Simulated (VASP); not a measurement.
# TaN in VASP: a series of runs, part 2 of 2

VASP 6.6.1. The steps go on from the part before.

### Step 4. Electric field gradients, PBEsol (equal xy, yz and zx shear strains of +2 %)

File INCAR:

```
SYSTEM = TaN
ALGO = Normal
EDIFF = 1E-8
ENCUT = 520
GGA = PS
ISIF = 2
ISMEAR = -1
LASPH = .TRUE.
LCHARG = .FALSE.
LEFG = .TRUE.
LREAL = .FALSE.
LWAVE = .FALSE.
NBANDS = 24
NELM = 80
PREC = Accurate
SIGMA = 0.01
```

File KPOINTS:

```
k-points
0
G
  9 9 5
  0 0 0
```

File POSCAR:

```
TaN
1.0
    3.0500010905      0.0305000109      0.0305000109
   -1.4985867610      2.6261284206      0.0111637788
    0.0494000000      0.0494000000      4.9400000000
Ta N
2 2
Direct
    0.3333333333      0.6666666667      0.0000000000
    0.6666666667      0.3333333333      0.5000000000
    0.3333333333      0.6666666667      0.3850000000
    0.6666666667      0.3333333333      0.8850000000
```

Potentials or basis: VASP PAW PBE potentials, release 64 (Ta_pv, N).

Run with:

```console
cat potpaw_PBE.64/Ta_pv/POTCAR potpaw_PBE.64/N/POTCAR > POTCAR
mpirun -np 1 vasp_std > vasp.out
```

OUTCAR:

```text
SYSTEM = TaN
   EDIFF = 1E-8
   ENCUT = 520
   GGA = PS
   ISIF = 2
   ISMEAR = -1
   LASPH = .TRUE.
   LREAL = .FALSE.
   NELM = 80
   PREC = Accurate

 ion  position               nearest neighbor table
   1  0.333  0.667  0.000-   4 1.83   4 1.84   4 1.88   3 1.90   2 3.00   2 3.00   2 3.01   2 3.04
                             2 3.06   2 3.08
   2  0.667  0.333  0.500-   3 1.84   3 1.85   3 1.86   4 1.90   1 3.00   1 3.00   1 3.01   1 3.04
                             1 3.06   1 3.08
   3  0.333  0.667  0.385-   2 1.84   2 1.85   2 1.86   1 1.90
   4  0.667  0.333  0.885-   1 1.83   1 1.84   1 1.88   2 1.90

  LATTYP: Found a triclinic cell.
 ALAT       =     3.0767347816
 B/A-ratio  =     0.9827452114
 C/A-ratio  =     1.6057588080
 COS(alpha) =     0.0074204947
[... 881 lines left out ...]
   1     -49.415   -71.834   121.249    26.756    18.520    -2.216
   2     -71.195   -50.844   122.039     5.077   -23.521    -2.528
   3      -6.163    -4.652    10.815     0.051    -1.064     0.493
   4      -4.635    -6.091    10.727     1.580     2.139     0.552
---------------------------------------------------------------------

 Electric field gradients after diagonalization (V/A^2)
 (convention: |V_zz| > |V_xx| > |V_yy|)
----------------------------------------------------------------------
 ion       V_xx      V_yy      V_zz     asymmetry (V_yy - V_xx)/ V_zz
----------------------------------------------------------------------
   1     -90.338   -32.900   123.238       0.466
   2     -74.951   -49.965   124.916       0.200
   3      -6.233    -4.664    10.897       0.144
   4      -7.132    -3.921    11.053       0.291
----------------------------------------------------------------------

           NMR quadrupolar parameters

 Cq : quadrupolar parameter    Cq=e*Q*V_zz/h
 eta: asymmetry parameters     (V_yy - V_xx)/ V_zz
 Q  : nuclear electric quadrupole moment in mb (millibarn)
----------------------------------------------------------------------
 ion       Cq(MHz)       eta       Q (mb)
----------------------------------------------------------------------
   1       0.298       0.466       1.000
   2       0.302       0.200       1.000
   3       0.026       0.144       1.000
   4       0.027       0.291       1.000
----------------------------------------------------------------------
```

OSZICAR:

```text
N       E                     dE             d eps       ncg     rms          rms(c)
DAV:   1     0.285906477075E+03    0.28591E+03   -0.17761E+04  9752   0.144E+03
DAV:   2    -0.335468549935E+02   -0.31945E+03   -0.30460E+03 11648   0.427E+02
DAV:   3    -0.474068952265E+02   -0.13860E+02   -0.13693E+02 12112   0.885E+01
DAV:   4    -0.475308241536E+02   -0.12393E+00   -0.12386E+00 10848   0.895E+00
DAV:   5    -0.475320753423E+02   -0.12512E-02   -0.12509E-02 12360   0.784E-01    0.601E+01
DAV:   6    -0.409192606818E+02    0.66128E+01   -0.21873E+01 11440   0.366E+01    0.258E+01
DAV:   7    -0.408279200372E+02    0.91341E-01   -0.87610E-01 10408   0.748E+00    0.134E+01
DAV:   8    -0.407880322977E+02    0.39888E-01   -0.51530E-02 12176   0.158E+00    0.142E+00
DAV:   9    -0.407842188662E+02    0.38134E-02   -0.10475E-02 11576   0.737E-01    0.146E-01
DAV:  10    -0.407842736211E+02   -0.54755E-04   -0.45844E-04 11784   0.180E-01    0.448E-02
DAV:  11    -0.407842657858E+02    0.78353E-05   -0.24207E-05 11880   0.472E-02    0.112E-02
DAV:  12    -0.407842654040E+02    0.38186E-06   -0.22514E-06 11744   0.175E-02    0.815E-03
DAV:  13    -0.407842650303E+02    0.37370E-06   -0.67285E-07 11800   0.792E-03    0.178E-03
DAV:  14    -0.407842649437E+02    0.86601E-07   -0.68414E-08 10696   0.210E-03    0.128E-03
DAV:  15    -0.407842649343E+02    0.94069E-08   -0.22895E-09  6240   0.450E-04
   1 F= -.40784265E+02 E0= -.40783938E+02  d E =-.653031E-03
```

It took 74 s on 1 thread of Intel Xeon 6975P-C (Granite Rapids), shared host; peak memory 0.28 GiB.

Results:

- Free energy: -40.7843 eV
- Pressure: 129.8 GPa
- Largest force: 2.644 eV/Å
- Band gap on the k mesh: zero (band 16 reaches 10.21 eV, above the bottom of band 17 at 7.99 eV)

Forces in eV/Å, atoms in the order of the input:
```
Ta  -1.232 -0.397  2.305
Ta   0.384 -0.446  2.260
N   -0.345  0.440 -2.280
N    1.193  0.403 -2.285
```

Stress tensor (GPa, compression positive):
```
138.54  -5.11  -1.86
 -5.11 138.25  -1.80
 -1.86  -1.80 112.65
```

Electric field gradients, principal values (V/Å²):
```
atom    least   middle  greatest (by size)
1 Ta  -32.900  -90.338             123.238
2 Ta  -49.965  -74.951             124.916
 3 N   -4.664   -6.233              10.897
 4 N   -3.921   -7.132              11.053
```

Caveat: the cell differs from its parent crystal (equal xy, yz and zx shear strains of +2 %); without QUAD_EFG the Cq values of the log hold for a quadrupole moment of 1 mb, not for the nuclei; the PAW data sets were made with another functional, which shifts forces and pressure a little; spin-orbit coupling is left out, which moves the levels of the heavy elements.

### Step 5. Overview

| cell | gap on the mesh (eV) | pressure (GPa) | largest force (eV/Å) |
| --- | --- | --- | --- |
| a = 3.050, b = 3.050, c = 5.088 Å, angles 90.0, 90.0, 120.0°, 4 atoms | none | 111.2 | 3.63 |
| a = 3.050, b = 3.050, c = 4.940 Å, angles 90.0, 90.0, 120.0°, 4 atoms | none | 129.5 | 2.32 |
| a = 3.050, b = 3.024, c = 4.940 Å, angles 89.6, 88.8, 119.1°, 4 atoms | none | 129.8 | 2.64 |

Alike in all rows: task electric field gradients; level PBEsol; potentials or basis VASP PAW PBE potentials, release 64 (Ta_pv, N); no spin polarisation; k mesh 9 × 9 × 5; cutoff (eV) 520; smearing fermi-dirac 0.01 eV.

Caveats: the PAW data sets were made with another functional, which shifts forces and pressure a little; spin-orbit coupling is left out, which moves the levels of the heavy elements.

Absolute energies hang on the potentials; compare differences alone.
